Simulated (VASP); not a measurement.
A run of VASP 6.6.1 is set up as follows.

INCAR

```
PREC = Accurate
ENCUT = 600
EDIFF = 1E-6
ISMEAR = 0
SIGMA = 0.05
LREAL = False
LASPH = True
NELM = 200
ALGO = Normal
ISIF = 2
LWAVE = False
LCHARG = True
LNONCOLLINEAR = True
MAGMOM = 0 0 1.56 0 0 0.02
LORBIT = 11
I_CONSTRAINED_M = 2
LAMBDA = 10
M_CONSTR = 1.155 1.155 1.155 0 0 0
RWIGS = 1.50 0.71
ISYM = -1
AMIX = 0.2
BMIX = 1E-4
AMIX_MAG = 0.8
BMIX_MAG = 1E-4
LMAXMIX = 4
LDAU = True
LDAUTYPE = 2
LDAUL = 2 -1
LDAUU = 8 0
LDAUJ = 0 0
LDAUPRINT = 1
GGA = PE
LVHAR = True
NBANDS = 30
GGA_COMPAT = False
```

KPOINTS

```
Automatic mesh
0
Gamma
  8 8 8
```

Contents of POSCAR:

```
VN
1.0
    0.0000000000      2.0640009300      2.0640009300
    2.0640009300      0.0000000000      2.0640009300
    2.0640009300      2.0640009300      0.0000000000
V N
1 1
Direct
    0.0000000000      0.0000000000      0.0000000000
    0.5000000000      0.5000000000      0.5000000000
```

Potentials or basis: VASP PAW PBE potentials, release 64 (V_sv, N).

Command:

```console
$ cat potpaw_PBE.64/V_sv/POTCAR potpaw_PBE.64/N/POTCAR > POTCAR
$ mpirun -np 1 vasp_ncl > vasp.out
```

Question: Predict the band gap on the k mesh.

Answer: Zero (bands 18 and 19 overlap by 2.03 eV).

Moments on the atoms (μB; x, y, z):
```
V    1.53  1.53  1.53
N   -0.38 -0.38 -0.38
```

Caveat: moments held by a penalty. The state reached can hang on the start; a lower one may exist.
